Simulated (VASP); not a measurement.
# H2CO2 in VASP: further runs

H2CO2 is run at these levels: PBE+D3(BJ); tasks: single point.

Program: VASP 6.6.1. These are calculated values, not measurements. Logs are shortened: lines on timing, memory, paths and dates and some standing lists are left out, and cuts for length are marked.

## Step 1: The cell of the first run

The cell holds an amorphous packing of atoms, 30 atoms: a = 7.230 Å, b = 7.230 Å, c = 7.230 Å, α = 90.00°, β = 90.00°, γ = 90.00°.

## Step 2: Single point, PBE+D3(BJ)

INCAR reads:

```
SYSTEM = H2CO2
  ALGO = Normal
  EDIFF = 1E-6
  ENCUT = 520
  GGA = PE
  ISIF = 2
  ISMEAR = -1
  IVDW = 12
  LASPH = .TRUE.
  LCHARG = .FALSE.
  LREAL = Auto
  LWAVE = .FALSE.
  NBANDS = 75
  NELM = 100
  PREC = Accurate
  SIGMA = 0.05
```

KPOINTS reads:

```
k-points
0
G
  1 1 1
  0 0 0
```

POSCAR reads:

```
H2CO2
1.0
    7.2304270000      0.0000000000      0.0000000000
    0.0000000000      7.2304270000      0.0000000000
    0.0000000000      0.0000000000      7.2304270000
O C H
12 6 12
Direct
    0.4345663126      0.0901468198      0.8751073761
    0.3448067452      0.2914765615      0.6616483370
    0.7922630296      0.2845198492      0.3358169580
    0.9290046079      0.5485014924      0.3057357470
    0.3713611935      0.6518148928      0.6561023298
    0.6143897172      0.8606545644      0.6102544151
    1.0958688885      0.4142770545      0.8856600032
    0.8366725783      0.4361844743      0.6970266071
    0.3524964708      0.6819652560      0.0280757969
    0.4855453212      0.4076799337      0.1279869087
    0.7570368942      0.8944976555      1.0353192142
    1.0066072170      1.0165098133      0.8985638054
    0.4549938752      0.1885780743      0.7234980728
    0.9329047925      0.3982475724      0.3758422566
    0.4585068074      0.8192738824      0.5789008035
    0.9333058753      0.4728351451      0.8434356643
    0.4405272330      0.5695099335      0.1541264437
    0.9432914543      0.9458362556      1.0358032797
    0.3245589783      0.1122063745      0.9433744369
    0.5898406830      0.1440163907      0.6607631887
    0.7074547603      0.3503804132      0.2665402749
    1.0339638309      0.3134946249      0.4425049862
    0.4928616249      0.5970601736      0.7150338424
    0.3625235411      0.8934050506      0.4955585611
    1.1711756443      0.3398277861      0.7743111161
    0.8603364642      0.5483216966      0.9526408330
    0.2960959291      0.5986368440     -0.0534961490
    0.5108688602      0.6733903821      0.2497224576
    0.7144114725      0.9023256856      0.9003617629
    0.9968152642      0.9371922294      1.1776759519
```

Potentials or basis: VASP PAW PBE potentials, release 64 (O, C, H).

Command:

```bash
$ cat potpaw_PBE.64/O/POTCAR potpaw_PBE.64/C/POTCAR potpaw_PBE.64/H/POTCAR > POTCAR
$ mpirun -np 1 vasp_gam > vasp.out
```

OUTCAR:

```text
SYSTEM = H2CO2
   EDIFF = 1E-6
   ENCUT = 520
   GGA = PE
   ISIF = 2
   ISMEAR = -1
   IVDW = 12
   LASPH = .TRUE.
   LREAL = Auto
   NELM = 100
   PREC = Accurate
 IVDW          = 12

 ion  position               nearest neighbor table
   1  0.435  0.090  0.875-  19 0.95  13 1.32
   2  0.345  0.291  0.662-  13 1.18
   3  0.792  0.285  0.336-  21 0.92  14 1.34
   4  0.929  0.549  0.306-  14 1.20
   5  0.371  0.652  0.656-  23 1.05  15 1.47
   6  0.614  0.861  0.610-  15 1.19
   7  0.096  0.414  0.886-  25 1.11  16 1.29
   8  0.837  0.436  0.697-  16 1.30
   9  0.352  0.682  0.028-  27 0.94  17 1.38
  10  0.486  0.408  0.128-  17 1.23
  11  0.757  0.894  0.035-  29 1.02  18 1.40
  12  0.007  0.017  0.899-  18 1.21
  13  0.455  0.189  0.723-  20 1.12   2 1.18   1 1.32
  14  0.933  0.398  0.376-  22 1.07   4 1.20   3 1.34
  15  0.459  0.819  0.579-  24 1.06   6 1.19   5 1.47
  16  0.933  0.473  0.843-  26 1.10   7 1.29   8 1.30
  17  0.441  0.570  0.154-  28 1.14  10 1.23   9 1.38
  18  0.943  0.946  0.036-  30 1.10  12 1.21  11 1.40
  19  0.325  0.112  0.943-   1 0.95
  20  0.590  0.144  0.661-  13 1.12
  21  0.707  0.350  0.267-   3 0.92
  22  0.034  0.313  0.443-  14 1.07
  23  0.493  0.597  0.715-   5 1.05
  24  0.363  0.893  0.496-  15 1.06
  25  0.171  0.340  0.774-   7 1.11
  26  0.860  0.548  0.953-  16 1.10
  27  0.296  0.599  0.947-   9 0.94
  28  0.511  0.673  0.250-  17 1.14
  29  0.714  0.902  0.900-  11 1.02
  30  0.997  0.937  0.178-  18 1.10

  LATTYP: Found a simple cubic cell.
 ALAT       =     7.2304270000

  Lattice vectors:

 A1 = (   7.2304270000,   0.0000000000,   0.0000000000)
 A2 = (   0.0000000000,   7.2304270000,   0.0000000000)
 A3 = (   0.0000000000,   0.0000000000,   7.2304270000)

Analysis of symmetry for initial positions (statically):
=====================================================================
 Subroutine PRICEL returns:
 Original cell was already a primitive cell.

 Routine SETGRP: Setting up the symmetry group for a
 simple cubic supercell.

 Subroutine GETGRP returns: Found  1 space group operations
 (whereof  1 operations were pure point group operations)
 out of a pool of 48 trial point group operations.

The static configuration has the point symmetry C_1 .

Analysis of symmetry for dynamics (positions and initial velocities):
=====================================================================
 Subroutine PRICEL returns:
 Original cell was already a primitive cell.

 Routine SETGRP: Setting up the symmetry group for a
 simple cubic supercell.

 Subroutine GETGRP returns: Found  1 space group operations
 (whereof  1 operations were pure point group operations)
 out of a pool of 48 trial point group operations.

The dynamic configuration has the point symmetry C_1 .

 Subroutine INISYM returns: Found  1 space group operations
 (whereof  1 operations are pure point group operations),
 and found     1 'primitive' translations

----------------------------------------------------------------------------------------

                                     Primitive cell

  volume of cell :     378.0000

  direct lattice vectors                    reciprocal lattice vectors
     7.230427000  0.000000000  0.000000000     0.138304418  0.000000000  0.000000000
     0.000000000  7.230427000  0.000000000     0.000000000  0.138304418  0.000000000
     0.000000000  0.000000000  7.230427000     0.000000000  0.000000000  0.138304418

  length of vectors
     7.230427000  7.230427000  7.230427000     0.138304418  0.138304418  0.138304418

  position of ions in fractional coordinates (direct lattice)
     0.434566313  0.090146820  0.875107376
     0.344806745  0.291476561  0.661648337
     0.792263030  0.284519849  0.335816958
     0.929004608  0.548501492  0.305735747
     0.371361194  0.651814893  0.656102330
     0.614389717  0.860654564  0.610254415
[... 22 lines left out ...]
     0.714411472  0.902325686  0.900361763
     0.996815264  0.937192229  0.177675952

  ion indices of the primitive-cell ions
   primitive index   ion index
                 1           1
                 2           2
                 3           3
                 4           4
                 5           5
                 6           6
[... 22 lines left out ...]
                29          29
                30          30

----------------------------------------------------------------------------------------

 KPOINTS: k-points

Automatic generation of k-mesh.
 Grid dimensions read from file:
 generate k-points for:    1    1    1

 Generating k-lattice:

  Cartesian coordinates                     Fractional coordinates (reciprocal lattice)
     0.138304418  0.000000000  0.000000000     1.000000000  0.000000000  0.000000000
     0.000000000  0.138304418  0.000000000     0.000000000  1.000000000  0.000000000
     0.000000000  0.000000000  0.138304418     0.000000000  0.000000000  1.000000000

  Length of vectors
     0.138304418  0.138304418  0.138304418

  Shift w.r.t. Gamma in fractional coordinates (k-lattice)
     0.000000000  0.000000000  0.000000000

 Subroutine IBZKPT returns following result:
 ===========================================

 Found      1 irreducible k-points:

 Following reciprocal coordinates:
            Coordinates               Weight
  0.000000  0.000000  0.000000      1.000000
   k-points           NKPTS =      1   k-points in BZ     NKDIM =      1   number of bands    NBANDS=     75
   number of dos      NEDOS =    301   number of ions     NIONS =     30
   total plane-waves  NPLWV = 157464
   dimension x,y,z NGX =    54 NGY =   54 NGZ =   54
   dimension x,y,z NGXF=   108 NGYF=  108 NGZF=  108
   ions per type =              12   6  12
   NGX,Y,Z   is equivalent  to a cutoff of  12.42, 12.42, 12.42 a.u.
   NGXF,Y,Z  is equivalent  to a cutoff of  24.83, 24.83, 24.83 a.u.
 SYSTEM =  H2CO2
   PREC   = accura    normal or accurate (medium, high low for compatibility)
   ISTART =      0    job   : 0-new  1-cont  2-samecut
   ICHARG =      2    charge: 1-file 2-atom 10-const
   ISPIN  =      1    spin polarized calculation?
   LNONCOLLINEAR =      F non collinear calculations
   LSORBIT =      F    spin-orbit coupling
   LASPH  =      T    aspherical Exc in radial PAW
   ENCUT  =  520.0 eV  38.22 Ry    6.18 a.u.  13.44 13.44 13.44*2*pi/ulx,y,z
   NELM   =    100;   NELMIN=  2; NELMDL= -5     # of ELM steps
   EDIFF  = 0.1E-05   stopping-criterion for ELM
   LREAL  =      T    real-space projection
   EDIFFG = 0.1E-04   stopping-criterion for IOM
   NSW    =      0    number of steps for IOM
   IBRION =     -1    ionic relax: 0-MD 1-quasi-New 2-CG
   NFREE  =      0    steps in history (QN), initial steepest desc. (CG)
   ISIF   =      2    stress and relaxation
   ISYM   =      2    0-nonsym 1-usesym 2-fastsym
   POTIM  = 0.5000    time-step for ionic-motion
   TEBEG  =    0.0;   TEEND  =   0.0 temperature during run
   PSTRESS=    0.0 pullay stress
   NELECT =     108.0000    total number of electrons
   NUPDOWN=      -1.0000    fix difference up-down
   EMIN   =  10.00;   EMAX   =-10.00  energy-range for DOS
   EFERMI =   0.00;   METHOD = LEGACY
   ISMEAR =    -1;   SIGMA  =   0.05  broadening in eV -4-tet -1-fermi 0-gaus
   EFERMI_NEDOS =   21; number of points for ismear=-14 and -15
   IALGO  =     38    algorithm
   IMIX   =      4    mixing-type and parameters
     AMIX     =   0.40;   BMIX     =  1.00
     AMIX_MAG =   1.60;   BMIX_MAG =  1.00
  volume/ion in A,a.u.               =      12.60        85.03
  Fermi-wavevector in a.u.,A,eV,Ry     =   1.078248  2.037594 15.818399  1.162620
  Thomas-Fermi vector in A             =   2.214182
   LORBIT       =      0    0 simple, 1 ext, 2 COOP (PROOUT), +10 PAW based schemes
   GGA     = PE    functional components
   LHFCALC =     F    Hartree Fock is set to
   AEXX    =    0.0000 exact exchange contribution
   IVDW    =    12    specifies the selected vdW correction
   LEPSILON=     F    determine dielectric tensor
   LRPA    =     F    only Hartree local field effects (RPA)
 non-spin polarized calculation
  energy-cutoff  :      520.00
  volume of cell :      378.00
 maximum number of plane-waves:      5066
 NGX is ok and might be reduce to    54
   NGX = 27   NGY = 27   NGZ = 27

 number of electron     107.9999997 magnetization

 Free energy of the ion-electron system (eV)
  ---------------------------------------------------
  ext. energy  EPLUGINS =         0.00000000
  ---------------------------------------------------
  free energy    TOTEN  =      -178.35430692 eV

  energy without entropy =     -178.35430692  energy(sigma->0) =     -178.35430692

 E-fermi :  -1.0235     XC(G=0):  -6.9870

 val. band max:       -2.2340057295   @ k =   0.0000   0.0000   0.0000
 cond. band min:       1.4048150068   @ k =   0.0000   0.0000   0.0000
 fundamental gap:      3.6388207363
 Fermi energy:        -1.0235005183

 k-point     1 :       0.0000    0.0000    0.0000
  band No.  band energies     occupation
      1     -25.2606      2.00000
      2     -24.3131      2.00000
      3     -24.2155      2.00000
      4     -23.8570      2.00000
      5     -23.8032      2.00000
      6     -23.7773      2.00000
[... 58 lines left out ...]
     65       5.2754      0.00000
     66       5.6047      0.00000
 [bands above 66 left out]

------------------------ aborting loop because EDIFF is reached ----------------------------------------

 Edisp (eV)   -1.38444

 E8    (eV) :    -0.3223

  FORCE on cell =-STRESS in cart. coord.  units (eV):
  Direction    XX          YY          ZZ          XY          YZ          ZX
  --------------------------------------------------------------------------------------
  -------------------------------------------------------------------------------------
  Total       2.57318     5.52962     0.60303    -2.50182    -1.88846     1.64158
  in kB      10.90660    23.43767     2.55600   -10.60411    -8.00436     6.95795
  external pressure =       12.30 kB  Pullay stress =        0.00 kB

 VOLUME and BASIS-vectors are now :
 -----------------------------------------------------------------------------
  energy-cutoff  :      520.00
  volume of cell :      378.00
      direct lattice vectors                 reciprocal lattice vectors
     7.230427000  0.000000000  0.000000000     0.138304418  0.000000000  0.000000000
     0.000000000  7.230427000  0.000000000     0.000000000  0.138304418  0.000000000
     0.000000000  0.000000000  7.230427000     0.000000000  0.000000000  0.138304418

 POSITION                                       TOTAL-FORCE (eV/Angst)
 -----------------------------------------------------------------------------------
      3.14210      0.65180      6.32740         1.495529     -0.878553      0.245066
      2.49310      2.10750      4.78400        -3.224132      2.856362     -1.972911
      5.72840      2.05720      2.42810         1.520439     -3.054357      2.150184
      6.71710      3.96590      2.21060         1.321584      2.605532     -0.040076
      2.68510      4.71290      4.74390         3.649257      1.816414     -0.515430
      4.44230      6.22290      4.41240         1.750713      0.150642      0.240473
[... 22 lines left out ...]
      5.16550      6.52420      6.51000         0.437767      0.068239      1.492921
      7.20740      6.77630      1.28467         0.317652     -0.286122     -0.034613
 -----------------------------------------------------------------------------------
    total drift:                                0.002579      0.004139      0.002175

  FREE ENERGIE OF THE ION-ELECTRON SYSTEM (eV)
  ---------------------------------------------------
  free  energy   TOTEN  =      -179.7387436594 eV

  energy  without entropy=     -179.7387436594  energy(sigma->0) =     -179.73874366
```

It took 33 s on 1 thread of Intel Xeon 6975P-C (Granite Rapids), shared host; peak memory 0.35 GiB.

Results:

* Free energy: -179.7387 eV
* Pressure: 1.2 GPa
* Largest force: 4.929 eV/Å
* Band gap on the k mesh: 3.64 eV
* Dispersion energy per atom: -0.046 eV

Forces in eV/Å, atoms in the order of the input:
```
O    1.496 -0.879  0.245
O   -3.224  2.856 -1.973
O    1.520 -3.054  2.150
O    1.322  2.606 -0.040
O    3.649  1.816 -0.515
O    1.751  0.151  0.240
O    2.025 -0.952 -1.232
O    2.092  0.855  2.764
O    0.929  0.103  2.827
O   -0.911  0.674  0.506
O    0.904 -0.379 -0.990
O    1.638  0.110 -0.439
C    3.536 -3.070  1.214
C   -1.511 -1.499 -1.253
C   -1.954 -3.364  1.390
C   -3.883 -0.894 -2.901
C    2.015  1.992 -1.045
C   -3.184  0.378  0.051
H   -1.612  0.336  0.641
H   -0.535  0.871 -0.081
H   -2.550  1.564 -1.893
H    1.317  0.192  0.704
H   -2.060  0.441 -0.923
H   -1.043  0.586 -0.692
H   -0.736  1.045  1.196
H    0.374  0.265  0.463
H   -1.551 -1.346 -2.084
H   -0.568 -1.185  0.211
H    0.438  0.068  1.493
H    0.318 -0.286 -0.035
```

Stress tensor (GPa, compression positive):
```
 1.09 -1.06  0.70
-1.06  2.34 -0.80
 0.70 -0.80  0.26
```

Caveat: the k points lie up to 0.87 Å⁻¹ apart.

## Step 3: Single point, PBE+D3(BJ)

INCAR is that of step 2.

KPOINTS is that of step 2.

POSCAR reads:

```
H2CO2
1.0
    7.2304270000      0.0000000000      0.0000000000
    0.0000000000      7.2304270000      0.0000000000
    0.0000000000      0.0000000000      7.2304270000
O C H
12 6 12
Direct
    0.4818249323      0.1299923227      0.8848301767
    0.3656215601      0.2920574400      0.6425899881
    0.7835083599      0.2777152719      0.3597159615
    0.9868296852      0.4967341486      0.2152016748
    0.3967677151      0.6657559782      0.6424101924
    0.6269615889      0.8679708681      0.5569795532
    1.0606842445      0.4765970253      0.8558000793
    0.7962047055      0.3986348247      0.7233597684
    0.2503309970      0.6862526930      0.0911841030
    0.4109854093      0.4278032266      0.0793037534
    0.7249226083      0.9894021473      1.0613481057
    1.0153757171      1.0271592535      0.9325590314
    0.4751171680      0.2068895793      0.7246459995
    0.9403455702      0.3632703850      0.3007706184
    0.4669986987      0.8220123099      0.5764113240
    0.8688560164      0.4720744708      0.8593545029
    0.3725644419      0.5836308146      0.1630332482
    0.8950093819      0.9480352958      1.0049199031
    0.3782349231      0.1500741243      0.9770377323
    0.6116236289      0.1864205254      0.6513861491
    0.6565863952      0.2700808680      0.3051548684
    1.0449866930      0.2638848300      0.3827436471
    0.5130679004      0.6071563962      0.6952424801
    0.3349179793      0.9170551062      0.5763283413
    1.0995892774      0.3846660785      0.7634680497
    0.7856935697      0.5095964595      0.9954322200
    0.1817873274      0.6215262252     -0.0175231698
    0.4222433889      0.6106140066      0.3127062897
    0.6457433289      1.0939326267      0.9920022704
    0.9568729482      0.8140736363      1.0850534830
```

Potentials or basis: VASP PAW PBE potentials, release 64 (O, C, H).

Command:

```bash
$ cat potpaw_PBE.64/O/POTCAR potpaw_PBE.64/C/POTCAR potpaw_PBE.64/H/POTCAR > POTCAR
$ mpirun -np 1 vasp_gam > vasp.out
```

Run time: 38 s. Hardware: 1 thread of Intel Xeon 6975P-C (Granite Rapids), shared host; peak memory 0.34 GiB.

Results (log left out):

- Free energy: -177.7341 eV
- Pressure: 0.7 GPa
- Largest force: 7.111 eV/Å
- Band gap on the k mesh: 3.83 eV
- Dispersion energy per atom: -0.047 eV

Forces on the atoms (eV/Å):
```
O   -2.053 -0.896  3.389
O   -5.077  2.490 -1.445
O   -1.059 -0.176 -0.715
O   -1.255  0.603 -0.317
O    2.035 -1.322  0.965
O    0.068 -0.502 -0.209
O   -1.255  0.692  1.195
O   -0.262  1.140  1.191
O   -1.196  2.374 -0.811
O    0.542  2.675  2.234
O   -0.477  0.767 -0.774
O    2.859  3.933 -3.561
C    5.707 -1.131 -2.266
C    1.556 -3.418  3.240
C   -2.408  2.655  0.607
C   -0.449 -1.384 -0.704
C    1.061 -5.243 -0.502
C   -0.937 -4.777  5.184
H    0.349  0.273 -1.059
H   -0.506 -0.435  0.804
H    0.876  1.089 -0.302
H   -0.573  1.545 -1.185
H   -1.088 -0.636 -0.480
H    1.434 -0.329 -0.881
H    0.426  0.154 -0.318
H    1.629  0.069 -1.806
H    0.828  0.035  0.725
H   -0.315  0.195 -1.692
H    1.474 -1.518  0.384
H   -1.934  1.077 -0.889
```

Stress tensor (GPa, compression positive):
```
-0.12  0.53  1.15
 0.53  1.83 -3.19
 1.15 -3.19  0.38
```

Levels at points of the mesh, in eV from the valence-band top:
```csv
k point,band 51,band 52,band 53,band 54,band 55,band 56,band 57,band 58
"(0.00, 0.00, 0.00)",-0.70,-0.57,-0.27,0.00,3.83,4.24,4.34,4.70
```

Caveat: the k points lie up to 0.87 Å⁻¹ apart.
